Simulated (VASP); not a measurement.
# InSb (I-4m2) in VASP: notebook, part 3 of 3

VASP 6.6.1.

## (4) Single point, PBE (equal xx and yy strain of -1 %)

The input, INCAR:

```
SYSTEM = InSb
PREC = Accurate
ENCUT = 520
EDIFF = 1E-6
ISMEAR = -1
SIGMA = 0.03
LREAL = .False.
LASPH = .True.
NELM = 60
ALGO = Normal
ISIF = 2
LWAVE = .False.
LCHARG = .False.
GGA = PE
NBANDS = 16
```

The input, KPOINTS:

```
Automatic mesh
0
Gamma
  10 10 10
  0 0 0
```

The input, POSCAR:

```
InSb
1.0
    0.0000000000      3.2067090000      3.2391000000
    3.2067090000      0.0000000000      3.2391000000
    3.2067090000      3.2067090000      0.0000000000
In Sb
1 1
Direct
    0.0000000000      0.0000000000      0.0000000000
    0.7500000000      0.7500000000      0.7500000000
```

Potentials or basis: VASP PAW PBE potentials, release 64 (In_d, Sb).

Run with:

```
$ cat potpaw_PBE.64/In_d/POTCAR potpaw_PBE.64/Sb/POTCAR > POTCAR
$ mpirun -np 1 vasp_std > vasp.out
```

OUTCAR:

```text
SYSTEM = InSb
   PREC = Accurate
   ENCUT = 520
   EDIFF = 1E-6
   ISMEAR = -1
   LREAL = .False.
   LASPH = .True.
   NELM = 60
   ISIF = 2
   GGA = PE

 ion  position               nearest neighbor table
   1  0.000  0.000  0.000-   2 2.79   2 2.79   2 2.79   2 2.79
   2  0.750  0.750  0.750-   1 2.79   1 2.79   1 2.79   1 2.79

  LATTYP: Found a body centered tetragonal cell.
 ALAT       =     4.5349713584
 C/A-ratio  =     1.4284985479

  Lattice vectors:

 A1 = (  -3.2067090000,   0.0000000000,   3.2391000000)
 A2 = (   3.2067090000,   0.0000000000,   3.2391000000)
 A3 = (   0.0000000000,   3.2067090000,  -3.2391000000)

Analysis of symmetry for initial positions (statically):
=====================================================================
 Subroutine PRICEL returns:
 Original cell was already a primitive cell.

 Routine SETGRP: Setting up the symmetry group for a
 body centered tetragonal supercell.

 Subroutine GETGRP returns: Found  8 space group operations
 (whereof  8 operations were pure point group operations)
 out of a pool of 16 trial point group operations.

The static configuration has the point symmetry D_2d.

Analysis of symmetry for dynamics (positions and initial velocities):
=====================================================================
 Subroutine PRICEL returns:
 Original cell was already a primitive cell.

 Routine SETGRP: Setting up the symmetry group for a
 body centered tetragonal supercell.

 Subroutine GETGRP returns: Found  8 space group operations
 (whereof  8 operations were pure point group operations)
 out of a pool of 16 trial point group operations.

The dynamic configuration has the point symmetry D_2d.

 Subroutine INISYM returns: Found  8 space group operations
 (whereof  8 operations are pure point group operations),
 and found     1 'primitive' translations

----------------------------------------------------------------------------------------

                                     Primitive cell

  volume of cell :      66.6152

  direct lattice vectors                    reciprocal lattice vectors
     0.000000000  3.206709000  3.239100000    -0.155923097  0.155923097  0.154363867
     3.206709000  0.000000000  3.239100000     0.155923097 -0.155923097  0.154363867
     3.206709000  3.206709000  0.000000000     0.155923097  0.155923097 -0.154363867

  length of vectors
     4.557932801  4.557932801  4.534971358     0.269169515  0.269169515  0.269169515

  position of ions in fractional coordinates (direct lattice)
     0.000000000  0.000000000  0.000000000
     0.750000000  0.750000000  0.750000000

  ion indices of the primitive-cell ions
   primitive index   ion index
                 1           1
                 2           2

----------------------------------------------------------------------------------------

 KPOINTS: Automatic mesh

Automatic generation of k-mesh.
 Grid dimensions read from file:
 generate k-points for:   10   10   10

 Generating k-lattice:

  Cartesian coordinates                     Fractional coordinates (reciprocal lattice)
    -0.015592310  0.015592310  0.015436387     0.100000000 -0.000000000  0.000000000
     0.015592310 -0.015592310  0.015436387    -0.000000000  0.100000000  0.000000000
     0.015592310  0.015592310 -0.015436387     0.000000000  0.000000000  0.100000000

  Length of vectors
     0.026916952  0.026916952  0.026916952

  Shift w.r.t. Gamma in fractional coordinates (k-lattice)
     0.000000000  0.000000000  0.000000000

 Subroutine IBZKPT returns following result:
 ===========================================

 Found    102 irreducible k-points:

 Following reciprocal coordinates:
            Coordinates               Weight
  0.000000  0.000000  0.000000      1.000000
  0.100000 -0.000000  0.000000      8.000000
  0.200000 -0.000000  0.000000      8.000000
  0.300000  0.000000  0.000000      8.000000
  0.400000  0.000000  0.000000      8.000000
  0.500000  0.000000  0.000000      4.000000
[... 16 lines left out ...]
  0.300000  0.300000  0.000000      2.000000
  0.400000  0.300000  0.000000      8.000000
 [... further k-points ...]
   k-points           NKPTS =    102   k-points in BZ     NKDIM =    102   number of bands    NBANDS=     16
   number of dos      NEDOS =    301   number of ions     NIONS =      2
   total plane-waves  NPLWV =  46656
   dimension x,y,z NGX =    36 NGY =   36 NGZ =   36
   dimension x,y,z NGXF=    72 NGYF=   72 NGZF=   72
   ions per type =               1   1
   NGX,Y,Z   is equivalent  to a cutoff of  13.13, 13.13, 13.20 a.u.
   NGXF,Y,Z  is equivalent  to a cutoff of  26.26, 26.26, 26.39 a.u.
 SYSTEM =  InSb
   PREC   = accura    normal or accurate (medium, high low for compatibility)
   ISTART =      0    job   : 0-new  1-cont  2-samecut
   ICHARG =      2    charge: 1-file 2-atom 10-const
   ISPIN  =      1    spin polarized calculation?
   LNONCOLLINEAR =      F non collinear calculations
   LSORBIT =      F    spin-orbit coupling
   LASPH  =      T    aspherical Exc in radial PAW
   ENCUT  =  520.0 eV  38.22 Ry    6.18 a.u.   8.47  8.47  8.43*2*pi/ulx,y,z
   NELM   =     60;   NELMIN=  2; NELMDL= -5     # of ELM steps
   EDIFF  = 0.1E-05   stopping-criterion for ELM
   LREAL  =      F    real-space projection
   EDIFFG = 0.1E-04   stopping-criterion for IOM
   NSW    =      0    number of steps for IOM
   IBRION =     -1    ionic relax: 0-MD 1-quasi-New 2-CG
   NFREE  =      0    steps in history (QN), initial steepest desc. (CG)
   ISIF   =      2    stress and relaxation
   ISYM   =      2    0-nonsym 1-usesym 2-fastsym
   POTIM  = 0.5000    time-step for ionic-motion
   TEBEG  =    0.0;   TEEND  =   0.0 temperature during run
   PSTRESS=    0.0 pullay stress
   NELECT =      18.0000    total number of electrons
   NUPDOWN=      -1.0000    fix difference up-down
   EMIN   =  10.00;   EMAX   =-10.00  energy-range for DOS
   EFERMI =   0.00;   METHOD = LEGACY
   ISMEAR =    -1;   SIGMA  =   0.03  broadening in eV -4-tet -1-fermi 0-gaus
   EFERMI_NEDOS =   21; number of points for ismear=-14 and -15
   IALGO  =     38    algorithm
   IMIX   =      4    mixing-type and parameters
     AMIX     =   0.40;   BMIX     =  1.00
     AMIX_MAG =   1.60;   BMIX_MAG =  1.00
  volume/ion in A,a.u.               =      33.31       224.77
  Fermi-wavevector in a.u.,A,eV,Ry     =   1.058379  2.000046 15.240783  1.120166
  Thomas-Fermi vector in A             =   2.193686
   LORBIT       =      0    0 simple, 1 ext, 2 COOP (PROOUT), +10 PAW based schemes
   GGA     = PE    functional components
   LHFCALC =     F    Hartree Fock is set to
   AEXX    =    0.0000 exact exchange contribution
   IVDW    =     0    specifies the selected vdW correction
   LEPSILON=     F    determine dielectric tensor
   LRPA    =     F    only Hartree local field effects (RPA)
 non-spin polarized calculation
  energy-cutoff  :      520.00
  volume of cell :       66.62
 maximum number of plane-waves:      1832
 NGX is ok and might be reduce to    36
   NGX = 17   NGY = 17   NGZ = 17

 number of electron      17.9999998 magnetization

 Free energy of the ion-electron system (eV)
  ---------------------------------------------------
  ext. energy  EPLUGINS =         0.00000000
  ---------------------------------------------------
  free energy    TOTEN  =        -6.87444924 eV

  energy without entropy =       -6.87430989  energy(sigma->0) =       -6.87437957

 E-fermi :   5.3557     XC(G=0):  -8.7740

 val. band max:        5.3427736770   @ k =   0.0000   0.0000   0.0000
 cond. band min:       5.8981576462   @ k =   0.5000   0.0000   0.0000
 fundamental gap:      0.5553839693
 Fermi energy:         5.3556684238

 k-point     1 :       0.0000    0.0000    0.0000
  band No.  band energies     occupation
      1      -9.3280      2.00000
      2      -9.3259      2.00000
      3      -9.3259      2.00000
      4      -9.2361      2.00000
      5      -9.2349      2.00000
      6      -5.5249      2.00000
[... 8 lines left out ...]
     15      13.5676      0.00000
     16      13.7228      0.00000
[... 419 lines left out ...]
 k-point    24 :       0.4000    0.3000    0.0000
  band No.  band energies     occupation
      1      -9.3952      2.00000
      2      -9.2906      2.00000
      3      -9.2894      2.00000
      4      -9.2491      2.00000
      5      -9.2294      2.00000
      6      -4.1234      2.00000
[... 8 lines left out ...]
     15      15.0177      0.00000
     16      15.4680      0.00000

 [... further k-points ...]

------------------------ aborting loop because EDIFF is reached ----------------------------------------

  FORCE on cell =-STRESS in cart. coord.  units (eV):
  Direction    XX          YY          ZZ          XY          YZ          ZX
  --------------------------------------------------------------------------------------
  -------------------------------------------------------------------------------------
  Total        1.7793738      1.7793738      1.6734441      0.0000000      0.0000000      0.0000000
  in kB       42.7961134     42.7961134     40.2483734      0.0000000      0.0000000      0.0000000
  external PRESSURE =      41.9468668 kB  Pullay stress =       0.0000000 kB

 VOLUME and BASIS-vectors are now :
 -----------------------------------------------------------------------------
  energy-cutoff  :      520.00
  volume of cell :       66.62
      direct lattice vectors                 reciprocal lattice vectors
     0.000000000  3.206709000  3.239100000    -0.155923097  0.155923097  0.154363867
     3.206709000  0.000000000  3.239100000     0.155923097 -0.155923097  0.154363867
     3.206709000  3.206709000  0.000000000     0.155923097  0.155923097 -0.154363867

 POSITION                                       TOTAL-FORCE (eV/Angst)
 -----------------------------------------------------------------------------------
      0.00000      0.00000      0.00000        -0.000000     -0.000000      0.000000
      4.81006      4.81006      4.85865         0.000000      0.000000     -0.000000
 -----------------------------------------------------------------------------------
    total drift:                                0.000000      0.000000      0.000000

  FREE ENERGIE OF THE ION-ELECTRON SYSTEM (eV)
  ---------------------------------------------------
  free  energy   TOTEN  =        -6.8744492401 eV

  energy  without entropy=       -6.8743098903  energy(sigma->0) =       -6.87437957
```

stdout:

```text
POSCAR found type information on POSCAR InSb
 POSCAR found :  2 types and       2 ions
 scaLAPACK will be used
 LDA part: xc-table for (Slater+PW92), standard interpolation
 POSCAR, INCAR and KPOINTS ok, starting setup
 FFT: planning ... GRIDC
 FFT: planning ... GRID_SOFT
 FFT: planning ... GRID
 WAVECAR not read
 entering main loop
```

Run time: 76 s. Hardware: 1 thread of AMD EPYC 9R45 (Zen 5), shared host; peak memory 0.25 GiB.

Results:

* Free energy: -6.8744 eV
* Pressure: 4.2 GPa
* Band gap on the k mesh: zero (filled and empty bands touch)

Stress tensor (GPa, compression positive):
```
4.28 0.00 0.00
0.00 4.28 0.00
0.00 0.00 4.02
```

Caveat: the cell differs from its parent crystal (equal xx and yy strain of -1 %); the cell stands under pressure; semilocal functionals underestimate gaps, and a narrow one can read as zero; spin-orbit coupling is left out, which moves the levels of the heavy elements.

## (5) Single point, PBE (zz strain of -1 %)

The input, INCAR:

```
ALGO     = Normal         # electronic algorithm
EDIFF    = 1E-7           # SCF threshold, eV
ENCUT    = 520            # plane-wave cutoff, eV
GGA      = PE             # functional
ISIF     = 2              # what is computed and relaxed
ISMEAR   = -1             # smearing method
LASPH    = True           # aspherical terms in the spheres
LCHARG   = False          # write CHGCAR
LREAL    = False          # projectors in reciprocal space
LWAVE    = False          # write WAVECAR
NBANDS   = 16             # bands
NELM     = 80             # most SCF steps
PREC     = Accurate       # precision mode
SIGMA    = 0.03           # smearing width, eV
```

The input, KPOINTS:

```
k-points
0
Gamma
  10 10 10
```

The input, POSCAR:

```
InSb
1.0
    0.0000000000      3.2391000000      3.2067090000
    3.2391000000      0.0000000000      3.2067090000
    3.2391000000      3.2391000000      0.0000000000
In Sb
1 1
Direct
    0.0000000000      0.0000000000      0.0000000000
    0.7500000000      0.7500000000      0.7500000000
```

Potentials or basis: VASP PAW PBE potentials, release 64 (In_d, Sb).

Run with:

```
$ cat potpaw_PBE.64/In_d/POTCAR potpaw_PBE.64/Sb/POTCAR > POTCAR
$ mpirun -np 1 vasp_std > vasp.out
```

OUTCAR:

```text
EDIFF = 1E-7
   ENCUT = 520
   GGA = PE
   ISIF = 2
   ISMEAR = -1
   LASPH = True
   LREAL = False
   NELM = 80
   PREC = Accurate

 ion  position               nearest neighbor table
   1  0.000  0.000  0.000-   2 2.80   2 2.80   2 2.80   2 2.80
   2  0.750  0.750  0.750-   1 2.80   1 2.80   1 2.80   1 2.80

  LATTYP: Found a body centered tetragonal cell.
 ALAT       =     4.5807791499
 C/A-ratio  =     1.4000714267

  Lattice vectors:

[... 640 lines left out ...]

 [... further k-points ...]

------------------------ aborting loop because EDIFF is reached ----------------------------------------

  FORCE on cell =-STRESS in cart. coord.  units (eV):
  Direction    XX          YY          ZZ          XY          YZ          ZX
  --------------------------------------------------------------------------------------
  -------------------------------------------------------------------------------------
  Total        1.4984516      1.4984516      1.6010368      0.0000000      0.0000000      0.0000000
  in kB       35.6791956     35.6791956     38.1218222      0.0000000      0.0000000      0.0000000
  external PRESSURE =      36.4934045 kB  Pullay stress =       0.0000000 kB

 VOLUME and BASIS-vectors are now :
 -----------------------------------------------------------------------------
  energy-cutoff  :      520.00
  volume of cell :       67.29
      direct lattice vectors                 reciprocal lattice vectors
     0.000000000  3.239100000  3.206709000    -0.154363867  0.154363867  0.155923097
     3.239100000  0.000000000  3.206709000     0.154363867 -0.154363867  0.155923097
     3.239100000  3.239100000  0.000000000     0.154363867  0.154363867 -0.155923097

 POSITION                                       TOTAL-FORCE (eV/Angst)
 -----------------------------------------------------------------------------------
      0.00000      0.00000      0.00000         0.000000      0.000000     -0.000000
      4.85865      4.85865      4.81006        -0.000000      0.000000      0.000000
 -----------------------------------------------------------------------------------
    total drift:                                0.000000      0.000000     -0.000000

  FREE ENERGIE OF THE ION-ELECTRON SYSTEM (eV)
  ---------------------------------------------------
  free  energy   TOTEN  =        -6.8910419788 eV

  energy  without entropy=       -6.8909073900  energy(sigma->0) =       -6.89097468
```

stdout:

```text
POSCAR found type information on POSCAR InSb
 POSCAR found :  2 types and       2 ions
 scaLAPACK will be used
 LDA part: xc-table for (Slater+PW92), standard interpolation
 POSCAR, INCAR and KPOINTS ok, starting setup
 FFT: planning ... GRIDC
 FFT: planning ... GRID_SOFT
 FFT: planning ... GRID
 WAVECAR not read
 entering main loop
```

Run time: 82 s. Hardware: 1 thread of AMD EPYC 9R45 (Zen 5), shared host; peak memory 0.25 GiB.

What came out:

* Free energy: -6.8910 eV
* Pressure: 3.6 GPa
* Band gap on the k mesh: 0.05 eV

Stress tensor (GPa, compression positive):
```
3.57 0.00 0.00
0.00 3.57 0.00
0.00 0.00 3.81
```

Levels at points of the mesh, in eV from the valence-band top:
```
           k point  band 5  band 6  band 7  band 8  band 9  band 10  band 11  band 12  band 13  band 14
(0.00, 0.00, 0.00)  -14.52  -10.77   -0.11    0.00    0.00     0.05     2.96     2.98     2.98     5.76
(0.50, 0.00, 0.00)  -14.52   -9.37   -5.65   -1.04   -0.97     0.57     3.80     3.86     6.11     8.35
(0.50, 0.50, 0.00)  -14.51   -8.73   -5.91   -2.32   -2.32     1.29     1.31     8.24     8.24     8.93
(0.50, 0.00, 0.50)  -14.52   -8.76   -5.96   -2.27   -2.26     1.36     1.37     8.21     8.24     8.87
```

Caveat: the cell differs from its parent crystal (zz strain of -1 %); the cell stands under pressure; semilocal functionals underestimate gaps, and a narrow one can read as zero; spin-orbit coupling is left out, which moves the levels of the heavy elements.

## (6) Summary

```tsv
cell	gap on the mesh (eV)	pressure (GPa)
a = 4.513, b = 4.513, c = 4.443 Å, angles 60.5, 60.5, 59.0°, 2 atoms	0.11	6.7
a = 4.535, b = 4.535, c = 4.581 Å, angles 59.7, 59.7, 60.7°, 2 atoms	0.10	4.2
a = 4.558, b = 4.558, c = 4.535 Å, angles 60.2, 60.2, 59.7°, 2 atoms	none	4.2
a = 4.558, b = 4.558, c = 4.581 Å, angles 59.8, 59.8, 60.3°, 2 atoms	0.05	3.6
```

Alike in all rows: task single point; level PBE; potentials or basis VASP PAW PBE potentials, release 64 (In_d, Sb); no spin polarisation; k mesh 10 × 10 × 10; cutoff (eV) 520; smearing fermi-dirac 0.03 eV.

Caveats: the cell stands under pressure; semilocal functionals underestimate gaps, and a narrow one can read as zero; spin-orbit coupling is left out, which moves the levels of the heavy elements.

Absolute energies hang on the potentials; compare differences alone.

The gap in the log of VASP goes by the Fermi energy; the results here count the filled bands.